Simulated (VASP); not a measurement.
Wanted: the native input for a VASP 6.6.1 run.

* Task: single point
* Functional: HF
* Potentials or basis: VASP PAW PBE potentials, release 64 (Na_pv, H)
* Cutoff: 520 eV
* k mesh: 6 × 6 × 6
* Occupations: gaussian, width 0.01 eV
* Spin: no spin polarisation
* Dipole correction: no
* Grid for exact exchange (PRECFOCK): Normal
* Further INCAR settings: ALGO = Normal; EDIFF = 1e-06; NBANDS = 11
* Share of exact exchange: 1

The system is NaH.

```xyz
2
Lattice="0.0000 2.3975 2.3975 2.3975 0.0000 2.3975 2.3975 2.3975 0.0000" Properties=species:S:1:pos:R:3 pbc="T T T"
Na    0.0000    0.0000    0.0000
H     2.3975    2.3975    2.3975
```

One way to write it, as run:

POSCAR

```
NaH
1.0
    0.0000000000      2.3975116377      2.3975116377
    2.3975116377      0.0000000000      2.3975116377
    2.3975116377      2.3975116377      0.0000000000
Na H
1 1
Direct
    0.0000000000      0.0000000000      0.0000000000
    0.5000000000      0.5000000000      0.5000000000
```

INCAR.step1

```
PREC     = Accurate       # precision mode
ENCUT    = 520            # plane-wave cutoff, eV
EDIFF    = 1E-5           # SCF threshold, eV
ISMEAR   = 0              # smearing method
SIGMA    = 0.01           # smearing width, eV
LREAL    = F              # projectors in reciprocal space
LASPH    = T              # aspherical terms in the spheres
NELM     = 60             # most SCF steps
ALGO     = Normal         # electronic algorithm
ISIF     = 2              # what is computed and relaxed
LWAVE    = T              # write WAVECAR
LCHARG   = F              # write CHGCAR
NBANDS   = 11             # bands
GGA      = PE             # functional
```

INCAR.step2

```
PREC     = Accurate       # precision mode
ENCUT    = 520            # plane-wave cutoff, eV
EDIFF    = 1E-6           # SCF threshold, eV
ISMEAR   = 0              # smearing method
SIGMA    = 0.01           # smearing width, eV
LREAL    = F              # projectors in reciprocal space
LASPH    = T              # aspherical terms in the spheres
NELM     = 60             # most SCF steps
ALGO     = Normal         # electronic algorithm
ISIF     = 2              # what is computed and relaxed
LWAVE    = F              # write WAVECAR
LCHARG   = F              # write CHGCAR
GGA      = PE             # functional
LHFCALC  = T              # exact exchange
AEXX     = 1.0            # exact-exchange fraction
ALDAC    = 0.0          
AGGAC    = 0.0          
PRECFOCK = Normal       
NBANDS   = 11             # bands
ISTART   = 1
```

KPOINTS

```
regular mesh
0
Gamma
  6 6 6
```

Potentials or basis: VASP PAW PBE potentials, release 64 (Na_pv, H).

Run with:

```console
$ cat potpaw_PBE.64/Na_pv/POTCAR potpaw_PBE.64/H/POTCAR > POTCAR
$ cp INCAR.step1 INCAR
$ mpirun -np 1 vasp_std > vasp.out
$ cp INCAR.step2 INCAR
$ mpirun -np 1 vasp_std > vasp.out
```

It gave:

```yaml
Pressure: 2.0 GPa
Band_gap_on_the_k_mesh: 11.76 eV (least direct gap 12.78 eV)
```

Caveat: the PAW data sets were made with another functional, which shifts forces and pressure a little.

Run time: 3.8 min on 1 thread of Intel(R) Xeon(R) 6975P-C (Granite Rapids), with other jobs on the host, peak memory 0.15 GiB.
